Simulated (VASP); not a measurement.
## SnO: single point with PBEsol

SnO:

```
CELL_PARAMETERS angstrom
3.72817 0.00000 0.00000
0.00000 3.72817 0.00000
0.00000 0.00000 4.75058
ATOMIC_POSITIONS crystal
Sn 0.93902 0.50000 0.24247
Sn 0.56098 0.00000 0.75753
O 0.00923 0.00000 0.00000
O 0.49077 0.50000 0.00000
```

- Program: VASP 6.6.1
- Task: single point
- Functional: PBEsol
- Potentials or basis: VASP PAW PBE potentials, release 64 (Sn_d, O)
- Cutoff: 520 eV
- k mesh: 10 × 10 × 8
- Occupations: gaussian, width 0.15 eV
- Spin: no spin polarisation

```
Pressure               : 7.8 GPa
Largest force          : 2.075 eV/Å
Band gap on the k mesh : zero (band 20 reaches 7.94 eV, above the bottom of band 21 at 7.76 eV)
```

Forces on the atoms (eV/Å):
```
Sn   1.707  0.000  1.180
Sn  -1.707  0.000 -1.180
O    0.422  0.000  0.515
O   -0.422  0.000 -0.515
```

Stress tensor (GPa, compression positive):
```
10.17  0.00  7.62
 0.00  6.45  0.00
 7.62  0.00  6.87
```

Levels at points of the mesh, in eV from the Fermi level:
```tsv
k point	band 18	band 19	band 20	band 21	band 22	band 23
(0.00, 0.00, 0.00)	-3.45	-3.44	0.02	2.05	4.11	4.41
(0.50, 0.00, 0.00)	-5.13	-3.69	-2.53	2.97	3.40	5.42
(0.00, 0.50, 0.00)	-5.23	-3.15	-3.15	3.03	3.03	5.82
(0.50, 0.50, 0.00)	-2.81	-2.23	-2.23	-0.17	-0.17	4.11
(0.00, 0.00, 0.50)	-3.47	-2.93	-2.70	1.42	2.59	3.30
(0.50, 0.00, 0.50)	-5.12	-2.40	-1.57	2.44	2.51	4.48
(0.00, 0.50, 0.50)	-5.23	-2.04	-2.04	2.47	2.47	5.45
(0.50, 0.50, 0.50)	-2.98	-2.80	-2.80	2.12	2.12	3.96
```

Wall time 2.3 min on 1 thread of Intel(R) Xeon(R) 6975P-C (Granite Rapids), on a shared host, peak memory 0.46 GiB.

Caveat: the PAW data sets were made with another functional, which shifts forces and pressure a little; spin-orbit coupling is left out, which moves the levels of the heavy elements.
